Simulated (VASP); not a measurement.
# Si6S: single point with PBE

Si6S, a slab with vacuum:

```
CELL_PARAMETERS angstrom
3.86754 0.00000 0.00000
0.00000 5.46952 0.00000
0.00000 0.00000 19.22384
ATOMIC_POSITIONS crystal
Si 0.50000 0.00000 0.20807
Si 0.00000 0.25000 0.20807
Si 0.00000 0.50244 0.30629
Si 0.50000 0.74756 0.30629
Si 0.50000 0.00986 0.40178
Si 0.00000 0.24014 0.40178
S 0.50000 0.17653 0.50510
```

```
Program             : VASP 6.6.1
Task                : single point
Functional          : PBE
Potentials or basis : VASP PAW PBE potentials, release 64 (Si, S)
Cutoff              : 520 eV
k mesh              : 7 × 5 × 1
Occupations         : gaussian, width 0.05 eV
Spin                : collinear spin
Starting moments    : [0.0, 0.0, 0.0, 0.0, 0.0, 0.0, 2.0] μB
```

* Largest force: 0.580 eV/Å
* Net moment: 0.49 μB per cell
* Site moments: Si +0.12, +0.01, +0.00 (each value once); S +0.02 μB
* Valence electrons inside the program's atomic spheres: Si 1.63, 1.67, 1.68, 1.65, 1.62 (each value once); S 3.63

Forces in eV/Å, atoms in the order of the input:
```
Si   0.000  0.558  0.159
Si   0.000 -0.508  0.060
Si   0.000  0.201 -0.069
Si   0.000 -0.551 -0.129
Si   0.000  0.494  0.098
Si   0.000  0.076 -0.091
S    0.000 -0.269 -0.027
```

Levels at points of the mesh, in eV from the Fermi level:
Spin up:
```
           k point  band 11  band 12  band 13  band 14  band 15  band 16  band 17  band 18  band 19  band 20
(0.00, 0.00, 0.00)    -1.96    -1.44    -0.54    -0.12     0.08     0.36     0.46     1.49     2.42     2.74
```
Spin down:
| k point | band 11 | band 12 | band 13 | band 14 | band 15 | band 16 | band 17 | band 18 | band 19 | band 20 |
| --- | --- | --- | --- | --- | --- | --- | --- | --- | --- | --- |
| (0.00, 0.00, 0.00) | -1.91 | -1.31 | -0.48 | 0.00 | 0.33 | 0.38 | 0.47 | 1.54 | 2.59 | 2.78 |

Wall time 10 min on 1 thread of Oxide Virtual Turin-like Processor, on a shared host, peak memory 0.64 GiB.

Caveat: a moment this small can come from the mesh or the smearing.
